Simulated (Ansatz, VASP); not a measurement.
Two plane-wave programs on Ta4C3

```
CELL_PARAMETERS angstrom
4.42508 0.00000 0.00000
0.00000 4.42508 0.00000
0.00000 0.00000 4.42508
ATOMIC_POSITIONS crystal
Ta 0.00000 0.50000 0.50000
Ta 0.50000 0.00000 0.50000
Ta 0.50000 0.50000 0.00000
Ta 0.00000 0.00000 0.00000
C 0.50000 0.00000 0.00000
C 0.00000 0.50000 0.00000
C 0.00000 0.00000 0.50000
```

Alike in both runs: functional r2SCAN; k mesh 4 × 4 × 4; occupations gaussian, width 0.1 eV; no spin polarisation.

Ansatz relaxed the structure, and its values are those at the end. VASP's run is a single point on that final structure, the one shown.

```csv
,VASP,Ansatz
version,VASP 6.6.1,Ansatz 0.2.0
potentials or method,"VASP PAW PBE potentials, release 64 (Ta_sv_GW, C), cutoff 770 eV","scalar-relativistic, plane waves, PAW"
valence electrons in the cell,64,64
```

|  | VASP | Ansatz | Ansatz less VASP |
| --- | --- | --- | --- |
| gap on the k mesh at the Fermi level (eV) | none | none | - |
| pressure (GPa) | -0.3 | -0.1 | +0.22 |

VASP's potentials were made for PBE, not for r2SCAN. A gap of «none» marks a metal or a gap that the smearing closes.

Spin-orbit coupling is off throughout.
